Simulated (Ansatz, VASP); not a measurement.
Two plane-wave programs on Ta2NbN3

```
Ta Nb N
1.0
     5.21820    0.00000    0.00000
    -2.60910    4.51910    0.00000
     0.00000    0.00000    2.93043
Ta Nb N
2 1 3
Cartesian
  0.0000 3.0127 1.4652
  2.6091 1.5064 1.4652
  0.0000 0.0000 0.0000
  2.0626 0.0000 0.0000
  -1.0313 1.7863 0.0000
  1.5778 2.7328 0.0000
```

Alike in both runs: functional PBE; k mesh 3 × 3 × 4; occupations gaussian, width 0.15 eV; no spin polarisation.

Ansatz relaxed the structure, and its values are those at the end. VASP's run is a single point on that final structure, the one shown.

```csv
,VASP,Ansatz
version,VASP 6.6.1,Ansatz 0.2.0
potentials or method,"VASP PAW PBE potentials, release 64 (Ta_pv, Nb_sv, N), cutoff 520 eV","scalar-relativistic, plane waves, PAW"
valence electrons in the cell,50,54
```

|  | VASP | Ansatz | Ansatz less VASP |
| --- | --- | --- | --- |
| gap on the k mesh at the Fermi level (eV) | none | none | - |
| pressure (GPa) | 0.5 | 0.1 | -0.34 |
| rms of the force components (eV/Å) | 0.022 | 0.000 | -0.0219 |

A gap of «none» marks a metal or a gap that the smearing closes. With one functional, cell and mesh, what is left measures potentials, basis and numerics. VASP's potentials hold 50 valence electrons a cell and Ansatz's 54, so a difference there can come from the potentials and not from the codes.

The k mesh is coarse, so the values compare programs but aren't converged. Neither program's run includes spin-orbit coupling.
